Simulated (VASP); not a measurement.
# Al (Fm-3m) in VASP: further runs, part 2 of 2

VASP 6.6.1. Earlier steps stand in the parts before.

## Step 5: Single point, r2SCAN

This run uses another cell than the first one, of 17.27 Å³/atom, 1.095 times its volume.

Contents of POSCAR:

```
Al
1.0
    0.0000000000      2.0514502267      2.0514502267
    2.0514502267      0.0000000000      2.0514502267
    2.0514502267      2.0514502267      0.0000000000
Al
1
Direct
    0.0000000000      0.0000000000      0.0000000000
```

Contents of INCAR.step1:

```
PREC = Accurate ; ENCUT = 520
ISMEAR = -1 ; SIGMA = 0.05
LREAL = False ; LASPH = True
NELM = 80 ; NBANDS = 8
GGA = PE ; ALGO = Normal
EDIFF = 1E-4 ; LWAVE = True
LCHARG = False
```

Contents of INCAR.step2:

```
PREC = Accurate ; ENCUT = 520
EDIFF = 1E-6 ; ISMEAR = -1
SIGMA = 0.05 ; LREAL = False
LASPH = True ; NELM = 80
ALGO = Normal ; ISIF = 2
LWAVE = False ; LCHARG = False
METAGGA = R2SCAN ; LMIXTAU = True
NBANDS = 8 ; ISTART = 1
```

Contents of KPOINTS:

```
regular mesh
0
Gamma
  12 12 12
```

Potentials or basis: VASP PAW PBE potentials, release 64 (Al).

On the command line:

```sh
$ cat potpaw_PBE.64/Al/POTCAR > POTCAR
$ cp INCAR.step1 INCAR
$ mpirun -np 1 vasp_std > vasp.out
$ cp INCAR.step2 INCAR
$ mpirun -np 1 vasp_std > vasp.out
```

OUTCAR:

```text
PREC = Accurate
   ENCUT = 520
   EDIFF = 1E-6
   ISMEAR = -1
   LREAL = False
   LASPH = True
   NELM = 80
   ISIF = 2
   METAGGA = R2SCAN
   ISTART = 1

 ion  position               nearest neighbor table
   1  0.000  0.000  0.000-

  LATTYP: Found a face centered cubic cell.
 ALAT       =     4.1029004534

  Lattice vectors:

 A1 = (   0.0000000000,   2.0514502267,   2.0514502267)
 A2 = (   2.0514502267,   0.0000000000,   2.0514502267)
 A3 = (   2.0514502267,   2.0514502267,   0.0000000000)

Analysis of symmetry for initial positions (statically):
=====================================================================
 Subroutine PRICEL returns:
 Original cell was already a primitive cell.

 Routine SETGRP: Setting up the symmetry group for a
 face centered cubic supercell.

 Subroutine GETGRP returns: Found 48 space group operations
 (whereof 48 operations were pure point group operations)
 out of a pool of 48 trial point group operations.

The static configuration has the point symmetry O_h .

Analysis of symmetry for dynamics (positions and initial velocities):
=====================================================================
 Subroutine PRICEL returns:
[... 153 lines left out ...]
  energy without entropy =       -6.71268164  energy(sigma->0) =       -6.71426644

 E-fermi :   7.4258     XC(G=0): -10.7378

 val. band max:        7.3074761575   @ k =   0.5000   0.2500   0.0833
 cond. band min:       7.4923680257   @ k =  -0.4167   0.4167   0.0833
 fundamental gap:      0.1848918682
 Fermi energy:         7.4258394267

 k-point     1 :       0.0000    0.0000    0.0000
  band No.  band energies     occupation
      1      -3.9681      2.00000
      2      20.6228      0.00000
      3      20.6228      0.00000
      4      20.6228      0.00000
      5      22.1538      0.00000
      6      22.1538      0.00000
      7      22.1538      0.00000
      8      24.5919      0.00000
[... 243 lines left out ...]
 k-point    24 :      -0.4167    0.1667    0.0000
  band No.  band energies     occupation
      1       2.8226      2.00000
      2       4.3467      2.00000
      3      13.2415      0.00000
      4      16.6393      0.00000
      5      18.5849      0.00000
      6      23.3810      0.00000
      7      26.1926      0.00000
      8      29.2856      0.00000

 [... further k-points ...]
[... 5 lines left out ...]
  --------------------------------------------------------------------------------------
  -------------------------------------------------------------------------------------
  Total       -0.6706695     -0.6706695     -0.6706695      0.0000000      0.0000000     -0.0000000
  in kB      -62.2309114    -62.2309114    -62.2309114      0.0000000      0.0000000     -0.0000000
  external PRESSURE =     -62.2309114 kB  Pullay stress =       0.0000000 kB

 VOLUME and BASIS-vectors are now :
 -----------------------------------------------------------------------------
  energy-cutoff  :      520.00
  volume of cell :       17.27
      direct lattice vectors                 reciprocal lattice vectors
     0.000000000  2.051450227  2.051450227    -0.243730018  0.243730018  0.243730018
     2.051450227  0.000000000  2.051450227     0.243730018 -0.243730018  0.243730018
     2.051450227  2.051450227  0.000000000     0.243730018  0.243730018 -0.243730018

 POSITION                                       TOTAL-FORCE (eV/Angst)
 -----------------------------------------------------------------------------------
      0.00000      0.00000      0.00000         0.000000      0.000000      0.000000
 -----------------------------------------------------------------------------------
    total drift:                                0.000000     -0.000000      0.000000

  FREE ENERGIE OF THE ION-ELECTRON SYSTEM (eV)
  ---------------------------------------------------
  free  energy   TOTEN  =        -6.7158512266 eV

  energy  without entropy=       -6.7126816441  energy(sigma->0) =       -6.71426644
```

Wall time 18 s (1 thread of Intel Xeon 6975P-C, shared host); peak memory 0.14 GiB.

What came out:

```
Free energy : -6.7159 eV
Pressure    : -6.2 GPa
```

Caveat: the PAW data sets were made with another functional, which shifts forces and pressure a little.

## Step 6: Single point, r2SCAN

This run uses another cell than the first one, of 17.76 Å³/atom, 1.126 times its volume.

Contents of POSCAR:

```
Al
1.0
    0.0000000000      2.0709890238      2.0709890238
    2.0709890238      0.0000000000      2.0709890238
    2.0709890238      2.0709890238      0.0000000000
Al
1
Direct
    0.0000000000      0.0000000000      0.0000000000
```

Contents of INCAR.step1:

```
SYSTEM = Al
PREC = Accurate ; ENCUT = 520
ISMEAR = -1 ; SIGMA = 0.05
LREAL = .FALSE. ; LASPH = .TRUE.
NELM = 60 ; NBANDS = 8
GGA = PE ; ALGO = Normal
EDIFF = 1E-4 ; LWAVE = .TRUE.
LCHARG = .FALSE.
```

Contents of INCAR.step2:

```
SYSTEM = Al
PREC = Accurate ; ENCUT = 520
EDIFF = 1E-6 ; ISMEAR = -1
SIGMA = 0.05 ; LREAL = .FALSE.
LASPH = .TRUE. ; NELM = 60
ALGO = Normal ; ISIF = 2
LWAVE = .FALSE. ; LCHARG = .FALSE.
METAGGA = R2SCAN ; LMIXTAU = .TRUE.
NBANDS = 8 ; ISTART = 1
```

Contents of KPOINTS:

```
regular mesh
0
G
  12 12 12
  0 0 0
```

Potentials or basis: VASP PAW PBE potentials, release 64 (Al).

On the command line:

```sh
$ cat potpaw_PBE.64/Al/POTCAR > POTCAR
$ cp INCAR.step1 INCAR
$ mpirun -np 1 vasp_std > vasp.out
$ cp INCAR.step2 INCAR
$ mpirun -np 1 vasp_std > vasp.out
```

OUTCAR:

```text
SYSTEM = Al
   PREC = Accurate
   ENCUT = 520
   EDIFF = 1E-6
   ISMEAR = -1
   LREAL = .FALSE.
   LASPH = .TRUE.
   NELM = 60
   ISIF = 2
   METAGGA = R2SCAN
   ISTART = 1

 ion  position               nearest neighbor table
   1  0.000  0.000  0.000-

  LATTYP: Found a face centered cubic cell.
 ALAT       =     4.1419780476

  Lattice vectors:

 A1 = (   0.0000000000,   2.0709890238,   2.0709890238)
 A2 = (   2.0709890238,   0.0000000000,   2.0709890238)
[... 435 lines left out ...]
  band No.  band energies     occupation
      1       2.6251      2.00000
      2       4.1089      2.00000
      3      12.8507      0.00000
      4      16.1754      0.00000
      5      18.1017      0.00000
      6      22.8252      0.00000
      7      25.5505      0.00000
      8      28.6695      0.00000

 [... further k-points ...]
[... 5 lines left out ...]
  --------------------------------------------------------------------------------------
  -------------------------------------------------------------------------------------
  Total       -0.8766897     -0.8766897     -0.8766897      0.0000000     -0.0000000      0.0000000
  in kB      -79.0666074    -79.0666074    -79.0666074      0.0000000     -0.0000000      0.0000000
  external PRESSURE =     -79.0666074 kB  Pullay stress =       0.0000000 kB

 VOLUME and BASIS-vectors are now :
 -----------------------------------------------------------------------------
  energy-cutoff  :      520.00
  volume of cell :       17.76
      direct lattice vectors                 reciprocal lattice vectors
     0.000000000  2.070989024  2.070989024    -0.241430541  0.241430541  0.241430541
     2.070989024  0.000000000  2.070989024     0.241430541 -0.241430541  0.241430541
     2.070989024  2.070989024  0.000000000     0.241430541  0.241430541 -0.241430541

 POSITION                                       TOTAL-FORCE (eV/Angst)
 -----------------------------------------------------------------------------------
      0.00000      0.00000      0.00000         0.000000      0.000000     -0.000000
 -----------------------------------------------------------------------------------
    total drift:                                0.000000      0.000000      0.000000

  FREE ENERGIE OF THE ION-ELECTRON SYSTEM (eV)
  ---------------------------------------------------
  free  energy   TOTEN  =        -6.6937457927 eV

  energy  without entropy=       -6.6908189334  energy(sigma->0) =       -6.69228236
```

OUTCAR.step1:

```text
SYSTEM = Al
   PREC = Accurate
   ENCUT = 520
   ISMEAR = -1
   LREAL = .FALSE.
   LASPH = .TRUE.
[... 481 lines left out ...]
 -----------------------------------------------------------------------------------
      0.00000      0.00000      0.00000         0.000000      0.000000      0.000000
 -----------------------------------------------------------------------------------
    total drift:                                0.000000     -0.000000     -0.000000

  FREE ENERGIE OF THE ION-ELECTRON SYSTEM (eV)
  ---------------------------------------------------
  free  energy   TOTEN  =        -3.7348229692 eV

  energy  without entropy=       -3.7316871626  energy(sigma->0) =       -3.73325507
```

It took 21 s on 1 thread of Intel Xeon 6975P-C, shared host; peak memory 0.14 GiB.

What came out:

```yaml
Free_energy: -6.6937 eV
Pressure: -7.9 GPa
```

Caveat: the PAW data sets were made with another functional, which shifts forces and pressure a little.

## Step 7: Overview

| cell | gap on the mesh (eV) | pressure (GPa) |
| --- | --- | --- |
| a = 2.815 Å, angles 60.0°, 1 atom | none | 0.7 |
| a = 2.844 Å, angles 60.0°, 1 atom | none | -2.0 |
| a = 2.873 Å, angles 60.0°, 1 atom | none | -4.3 |
| a = 2.901 Å, angles 60.0°, 1 atom | none | -6.2 |
| a = 2.929 Å, angles 60.0°, 1 atom | none | -7.9 |

Alike in all rows: task single point; level r2SCAN; potentials or basis VASP PAW PBE potentials, release 64 (Al); no spin polarisation; k mesh 12 × 12 × 12; cutoff (eV) 520; smearing fermi-dirac 0.05 eV.

Caveats: the PAW data sets were made with another functional, which shifts forces and pressure a little.

Total energies depend on the potentials used, so only differences within one code and one set of settings carry meaning.
